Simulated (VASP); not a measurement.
# ZnO (P4_2/mnm) in VASP: notebook

The runs below take ZnO through single point, with PBE, r2SCAN.

All numbers are computed with VASP 6.6.1; they aren't measurements. Logs are shortened: lines on timing, memory, paths and dates and some standing lists are left out, and cuts for length are marked.

## (1) The cell of the first run

It takes space group P4_2/mnm (No. 136, tetragonal). The conventional cell has a = 5.518 Å, b = 5.518 Å, c = 3.259 Å, α = 90.00°, β = 90.00°, γ = 90.00°. Zn (site symmetry m2m) has 4 O at 1.94 to 2.01 Å within 2.6 Å. Within 2.6 Å of O (site symmetry m2m) lie 4 Zn at 1.94 to 2.01 Å.

## (2) Single point, PBE

The input, INCAR:

```
ALGO = Normal ; EDIFF = 1E-7
ENCUT = 520 ; GGA = PE
ISIF = 2 ; ISMEAR = 0
LASPH = True ; LCHARG = True
LELF = True ; LREAL = False
LVHAR = True ; LWAVE = False
NBANDS = 46 ; NELECT = 72.5
NELM = 60 ; PREC = Accurate
SIGMA = 0.05
```

The input, KPOINTS:

```
k-points
0
Gamma
  6 6 8
```

The input, POSCAR:

```
ZnO
1.0
    5.5175700700      0.0000000000      0.0000000000
    0.0000000000      5.5175700700      0.0000000000
    0.0000000000      0.0000000000      3.2587787700
Zn O
4 4
Direct
    0.1819728400      0.1819728400      0.5000000000
    0.8180271600      0.8180271600      0.5000000000
    0.6819728400      0.3180271600      0.0000000000
    0.3180271600      0.6819728400      0.0000000000
    0.8172472300      0.1827527700      0.5000000000
    0.1827527700      0.8172472300      0.5000000000
    0.6827527700      0.6827527700      0.0000000000
    0.3172472300      0.3172472300      0.0000000000
```

Potentials or basis: VASP PAW PBE potentials, release 64 (Zn, O).

Launch:

```
cat potpaw_PBE.64/Zn/POTCAR potpaw_PBE.64/O/POTCAR > POTCAR
mpirun -np 1 vasp_std > vasp.out
```

OUTCAR:

```text
EDIFF = 1E-7
   ENCUT = 520
   GGA = PE
   ISIF = 2
   ISMEAR = 0
   LASPH = True
   LREAL = False
   NELECT = 72.5
   NELM = 60
   PREC = Accurate

 ion  position               nearest neighbor table
   1  0.182  0.182  0.500-   8 1.94   8 1.94   5 2.01   6 2.01   2 2.84
   2  0.818  0.818  0.500-   7 1.94   7 1.94   5 2.01   6 2.01   1 2.84
   3  0.682  0.318  0.000-   5 1.94   5 1.94   8 2.01   7 2.01   4 2.84
   4  0.318  0.682  0.000-   6 1.94   6 1.94   8 2.01   7 2.01   3 2.84
   5  0.817  0.183  0.500-   3 1.94   3 1.94   1 2.01   2 2.01
   6  0.183  0.817  0.500-   4 1.94   4 1.94   1 2.01   2 2.01
   7  0.683  0.683  0.000-   2 1.94   2 1.94   4 2.01   3 2.01
   8  0.317  0.317  0.000-   1 1.94   1 1.94   4 2.01   3 2.01

  LATTYP: Found a simple tetragonal cell.
 ALAT       =     5.5175700700
 C/A-ratio  =     0.5906184659

  Lattice vectors:

 A1 = (   5.5175700700,   0.0000000000,   0.0000000000)
 A2 = (   0.0000000000,   5.5175700700,   0.0000000000)
 A3 = (   0.0000000000,   0.0000000000,   3.2587787700)

Analysis of symmetry for initial positions (statically):
=====================================================================
 Subroutine PRICEL returns:
 Original cell was already a primitive cell.

 Routine SETGRP: Setting up the symmetry group for a
 simple tetragonal supercell.

 Subroutine GETGRP returns: Found 16 space group operations
 (whereof  8 operations were pure point group operations)
 out of a pool of 16 trial point group operations.

The static configuration has the point symmetry D_2h.
 The point group associated with its full space group is D_4h.

Analysis of symmetry for dynamics (positions and initial velocities):
=====================================================================
 Subroutine PRICEL returns:
 Original cell was already a primitive cell.

 Routine SETGRP: Setting up the symmetry group for a
 simple tetragonal supercell.

 Subroutine GETGRP returns: Found 16 space group operations
 (whereof  8 operations were pure point group operations)
 out of a pool of 16 trial point group operations.

The dynamic configuration has the point symmetry D_2h.
 The point group associated with its full space group is D_4h.

 Subroutine INISYM returns: Found 16 space group operations
[... 111 lines left out ...]
   EDIFFG = 0.1E-05   stopping-criterion for IOM
   NSW    =      0    number of steps for IOM
   IBRION =     -1    ionic relax: 0-MD 1-quasi-New 2-CG
   NFREE  =      0    steps in history (QN), initial steepest desc. (CG)
   ISIF   =      2    stress and relaxation
   ISYM   =      2    0-nonsym 1-usesym 2-fastsym
   POTIM  = 0.5000    time-step for ionic-motion
   TEBEG  =    0.0;   TEEND  =   0.0 temperature during run
   PSTRESS=    0.0 pullay stress
   NELECT =      72.5000    total number of electrons
   NUPDOWN=      -1.0000    fix difference up-down
   EMIN   =  10.00;   EMAX   =-10.00  energy-range for DOS
   EFERMI =   0.00;   METHOD = LEGACY
   ISMEAR =     0;   SIGMA  =   0.05  broadening in eV -4-tet -1-fermi 0-gaus
   EFERMI_NEDOS =   21; number of points for ismear=-14 and -15
   IALGO  =     38    algorithm
   IMIX   =      4    mixing-type and parameters
     AMIX     =   0.40;   BMIX     =  1.00
     AMIX_MAG =   1.60;   BMIX_MAG =  1.00
  volume/ion in A,a.u.               =      12.40        83.69
  Fermi-wavevector in a.u.,A,eV,Ry     =   1.474588  2.786567 29.584633  2.174409
  Thomas-Fermi vector in A             =   2.589341
   LORBIT       =      0    0 simple, 1 ext, 2 COOP (PROOUT), +10 PAW based schemes
   GGA     = PE    functional components
   LHFCALC =     F    Hartree Fock is set to
   AEXX    =    0.0000 exact exchange contribution
   IVDW    =     0    specifies the selected vdW correction
   LEPSILON=     F    determine dielectric tensor
   LRPA    =     F    only Hartree local field effects (RPA)
 non-spin polarized calculation
 Gauss-broadening in eV      SIGMA  =   0.05
  energy-cutoff  :      520.00
  volume of cell :       99.21
 maximum number of plane-waves:      2696
 NGX is ok and might be reduce to    42
   NGX = 21   NGY = 21   NGZ = 13

 number of electron      72.4999983 magnetization

 Free energy of the ion-electron system (eV)
  ---------------------------------------------------
  ext. energy  EPLUGINS =         0.00000000
  ---------------------------------------------------
  free energy    TOTEN  =       -33.78107224 eV

  energy without entropy =      -33.78005638  energy(sigma->0) =      -33.78056431

 E-fermi :   3.9761     XC(G=0): -10.7622

 val. band max:        3.9407130734   @ k =   0.3333   0.3333   0.0000
 cond. band min:       3.9801941978   @ k =   0.1667   0.0000   0.2500
 fundamental gap:      0.0394811244
 Fermi energy:         3.9761203386

 k-point     1 :       0.0000    0.0000    0.0000
  band No.  band energies     occupation
      1     -17.1195      2.00000
      2     -16.3957      2.00000
      3     -16.3957      2.00000
      4     -16.3031      2.00000
      5      -5.3782      2.00000
      6      -5.1410      2.00000
[... 1165 lines left out ...]
     45      10.5199      0.00000
     46      10.5199      0.00000

 [... further k-points ...]

------------------------ aborting loop because EDIFF is reached ----------------------------------------

  FORCE on cell =-STRESS in cart. coord.  units (eV):
  Direction    XX          YY          ZZ          XY          YZ          ZX
  --------------------------------------------------------------------------------------
  -------------------------------------------------------------------------------------
  Total        8.6714307      8.6714307      9.4451618     -0.0000000      0.0000000      0.0000000
  in kB      140.0395625    140.0395625    152.5349605     -0.0000000      0.0000000      0.0000000
  external PRESSURE =     144.2046952 kB  Pullay stress =       0.0000000 kB

 VOLUME and BASIS-vectors are now :
 -----------------------------------------------------------------------------
  energy-cutoff  :      520.00
  volume of cell :       99.21
      direct lattice vectors                 reciprocal lattice vectors
     5.517570070  0.000000000  0.000000000     0.181239203  0.000000000  0.000000000
     0.000000000  5.517570070  0.000000000     0.000000000  0.181239203  0.000000000
     0.000000000  0.000000000  3.258778770     0.000000000  0.000000000  0.306863420

 POSITION                                       TOTAL-FORCE (eV/Angst)
 -----------------------------------------------------------------------------------
      1.00405      1.00405      1.62939         0.010536      0.010536      0.000000
      4.51352      4.51352      1.62939        -0.010536     -0.010536     -0.000000
      3.76283      1.75474      0.00000         0.010536     -0.010536     -0.000000
      1.75474      3.76283      0.00000        -0.010536      0.010536      0.000000
      4.50922      1.00835      1.62939         0.011773     -0.011773      0.000000
      1.00835      4.50922      1.62939        -0.011773      0.011773      0.000000
      3.76714      3.76714      0.00000        -0.011773     -0.011773      0.000000
      1.75043      1.75043      0.00000         0.011773      0.011773     -0.000000
 -----------------------------------------------------------------------------------
    total drift:                                0.000000      0.000000      0.000000

  FREE ENERGIE OF THE ION-ELECTRON SYSTEM (eV)
  ---------------------------------------------------
  free  energy   TOTEN  =       -33.7810722414 eV

  energy  without entropy=      -33.7800563825  energy(sigma->0) =      -33.78056431
```

stdout:

```text
POSCAR found type information on POSCAR ZnO
 POSCAR found :  2 types and       8 ions
 scaLAPACK will be used
 LDA part: xc-table for (Slater+PW92), standard interpolation
 POSCAR, INCAR and KPOINTS ok, starting setup
 FFT: planning ... GRIDC
 FFT: planning ... GRID_SOFT
 FFT: planning ... GRID
 WAVECAR not read
 entering main loop
 the old and the new charge density differ
 old charge density:    72.00000 new   72.50000
    0.215E+01
```

Run time: 2.5 min. Hardware: 1 thread of Intel Xeon 6975P-C (Granite Rapids), shared host; peak memory 0.3 GiB.

Results:

```yaml
Free_energy: -33.7811 eV
Largest_force: 0.017 eV/Å
```

Forces on the atoms (eV/Å):
```
Zn   0.011  0.011  0.000
Zn  -0.011 -0.011  0.000
Zn   0.011 -0.011  0.000
Zn  -0.011  0.011  0.000
O    0.012 -0.012  0.000
O   -0.012  0.012  0.000
O   -0.012 -0.012  0.000
O    0.012  0.012  0.000
```

Levels at points of the mesh, in eV from the Fermi level:
```tsv
k point	band 33	band 34	band 35	band 36	band 37	band 38	band 39	band 40
(0.00, 0.00, 0.00)	-3.45	-3.15	-3.15	-2.97	-2.31	2.20	2.20	3.78
(0.50, 0.00, 0.00)	-3.46	-3.46	-3.40	-3.40	0.15	0.15	3.02	3.02
(0.50, 0.50, 0.00)	-3.85	-3.85	-3.73	-3.73	1.21	1.21	1.57	1.57
(0.00, 0.00, 0.50)	-4.80	-4.80	-4.29	-4.29	2.78	2.78	4.89	4.89
(0.50, 0.00, 0.50)	-4.56	-4.56	-4.02	-4.02	2.86	2.86	3.66	3.66
(0.50, 0.50, 0.50)	-4.33	-4.33	-4.31	-4.31	2.38	2.38	2.86	2.86
```

Caveat: the cell carries a net charge on a neutralising background, which shifts energy and pressure; the cell is charged against a uniform background, so pressure and absolute levels hang on convention.

## (3) Single point, PBE

The input, INCAR:

```
SYSTEM = ZnO
ALGO = Normal ; EDIFF = 1E-6
ENCUT = 520 ; GGA = PE
ISIF = 2 ; ISMEAR = 0
LASPH = .TRUE. ; LCHARG = .FALSE.
LREAL = .FALSE. ; LWAVE = .FALSE.
NBANDS = 46 ; NELM = 80
PREC = Accurate ; SIGMA = 0.05
```

The input, KPOINTS:

```
k-points
0
G
  6 6 8
  0 0 0
```

POSCAR is that of step 2.

Potentials or basis: VASP PAW PBE potentials, release 64 (Zn, O).

Launch:

```
cat potpaw_PBE.64/Zn/POTCAR potpaw_PBE.64/O/POTCAR > POTCAR
mpirun -np 1 vasp_std > vasp.out
```

Run time: 2 min. Hardware: 1 thread of Intel Xeon 6975P-C (Granite Rapids), shared host; peak memory 0.29 GiB.

It converged, with:

```yaml
Free_energy: -35.4521 eV
Pressure: 6.0 GPa
Largest_force: 0.035 eV/Å
Band_gap_on_the_k_mesh: 0.80 eV
```

Forces in eV/Å, atoms in the order of the input:
```
Zn   0.024  0.024  0.000
Zn  -0.024 -0.024  0.000
Zn   0.024 -0.024  0.000
Zn  -0.024  0.024  0.000
O   -0.005  0.005  0.000
O    0.005 -0.005  0.000
O    0.005  0.005  0.000
O   -0.005 -0.005  0.000
```

Stress tensor (GPa, compression positive):
```
5.87 0.00 0.00
0.00 5.87 0.00
0.00 0.00 6.28
```

Levels at points of the mesh, in eV from the valence-band top:
```csv
k point,band 34,band 35,band 36,band 37,band 38,band 39
"(0.00, 0.00, 0.00)",-0.18,-0.18,0.00,0.80,5.26,5.26
"(0.50, 0.00, 0.00)",-0.48,-0.43,-0.43,3.22,3.22,6.12
"(0.50, 0.50, 0.00)",-0.87,-0.75,-0.75,4.28,4.28,4.67
"(0.00, 0.00, 0.50)",-1.79,-1.31,-1.31,5.85,5.85,8.02
"(0.50, 0.00, 0.50)",-1.57,-1.05,-1.05,5.94,5.94,6.79
"(0.50, 0.50, 0.50)",-1.35,-1.33,-1.33,5.54,5.54,5.97
```

Caveat: the cell stands under pressure.

## (4) Single point, r2SCAN

POSCAR is that of step 3.

The input, INCAR.step1:

```
  PREC = Accurate
  ENCUT = 520
  ISMEAR = 0
  SIGMA = 0.05
  LREAL = F
  LASPH = T
  NELM = 80
  NBANDS = 46
  GGA = PE
  ALGO = Normal
  EDIFF = 1E-4
  LWAVE = T
  LCHARG = F
```

The input, INCAR.step2:

```
  PREC = Accurate
  ENCUT = 520
  EDIFF = 1E-6
  ISMEAR = 0
  SIGMA = 0.05
  LREAL = F
  LASPH = T
  NELM = 80
  ALGO = Normal
  ISIF = 2
  LWAVE = F
  LCHARG = F
  METAGGA = R2SCAN
  LMIXTAU = T
  NBANDS = 46
  ISTART = 1
```

The input, KPOINTS:

```
Automatic mesh
0
Gamma
  6 6 8
```

Launch:

```
cat potpaw_PBE.64/Zn/POTCAR potpaw_PBE.64/O/POTCAR > POTCAR
cp INCAR.step1 INCAR
mpirun -np 1 vasp_std > vasp.out
cp INCAR.step2 INCAR
mpirun -np 1 vasp_std > vasp.out
```

It took 6.1 min on 1 thread of Intel Xeon 6975P-C (Granite Rapids), shared host; peak memory 0.31 GiB.

It converged, with:

| Item | Value |
| --- | --- |
| Free energy | -72.3740 eV |
| Pressure | 0.3 GPa |
| Largest force | 0.044 eV/Å |
| Band gap on the k mesh | 1.20 eV |

Forces in eV/Å, atoms in the order of the input:
```
Zn  -0.031 -0.031  0.000
Zn   0.031  0.031  0.000
Zn  -0.031  0.031  0.000
Zn   0.031 -0.031  0.000
O    0.000  0.000  0.000
O    0.000  0.000  0.000
O    0.000  0.000  0.000
O    0.000  0.000  0.000
```

Levels at points of the mesh, in eV from the valence-band top:
```
           k point  band 32  band 33  band 34  band 35  band 36  band 37  band 38  band 39  band 40  band 41
(0.00, 0.00, 0.00)    -0.89    -0.51    -0.19    -0.19     0.00     1.20     5.86     5.86     7.41     7.83
(0.50, 0.00, 0.00)    -1.62    -0.50    -0.50    -0.43    -0.43     3.64     3.64     6.67     6.67     8.81
(0.50, 0.50, 0.00)    -1.14    -0.89    -0.89    -0.77    -0.77     4.78     4.78     5.10     5.10     9.31
(0.00, 0.00, 0.50)    -1.86    -1.84    -1.84    -1.35    -1.35     6.37     6.37     8.49     8.49     8.71
(0.50, 0.00, 0.50)    -1.90    -1.62    -1.62    -1.08    -1.08     6.49     6.49     7.26     7.26     8.37
(0.50, 0.50, 0.50)    -1.44    -1.40    -1.40    -1.38    -1.38     5.97     5.97     6.53     6.53     8.56
```

Caveat: the PAW data sets were made with another functional, which shifts forces and pressure a little.
